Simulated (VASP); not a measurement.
Set up this calculation in VASP 6.6.1, as the native input.

| Property | Result |
| --- | --- |
| Task | single point |
| Functional | LDA |
| Potentials or basis | VASP PAW LDA potentials, release 64 (Cu) |
| Cutoff | 600 eV |
| k mesh | 13 × 13 × 13 |
| Occupations | fermi-dirac, width 0.05 eV |
| Spin | no spin polarisation |
| Dipole correction | no |
| Further INCAR settings | ALGO = Normal; EDIFF = 1e-06; NBANDS = 12 |

The structure of Cu lies in POSCAR:

```
Cu
1.0
    0.0000000000      1.8075000000      1.8075000000
    1.8075000000      0.0000000000      1.8075000000
    1.8075000000      1.8075000000      0.0000000000
Cu
1
Direct
    0.0000000000      0.0000000000      0.0000000000
```

One way to write it, as run:

INCAR

```
SYSTEM = Cu
PREC = Accurate ; ENCUT = 600
EDIFF = 1E-6 ; ISMEAR = -1
SIGMA = 0.05 ; LREAL = .False.
LASPH = .True. ; NELM = 120
ALGO = Normal ; ISIF = 2
LWAVE = .False. ; LCHARG = .True.
GGA = CA ; LELF = .True.
LVHAR = .True. ; NBANDS = 12
GGA_COMPAT = .False.
```

KPOINTS

```
Automatic mesh
0
Gamma
  13 13 13
  0 0 0
```

Potentials or basis: VASP PAW LDA potentials, release 64 (Cu).

Run with:

```bash
$ cat potpaw_LDA.64/Cu/POTCAR > POTCAR
$ mpirun -np 1 vasp_std > vasp.out
```

It gave:

```yaml
Pressure: -11.8 GPa
```

Run time: 8 s on 1 thread of Intel(R) Xeon(R) Platinum 8488C (Sapphire Rapids) (shared host), peak memory 0.12 GiB.
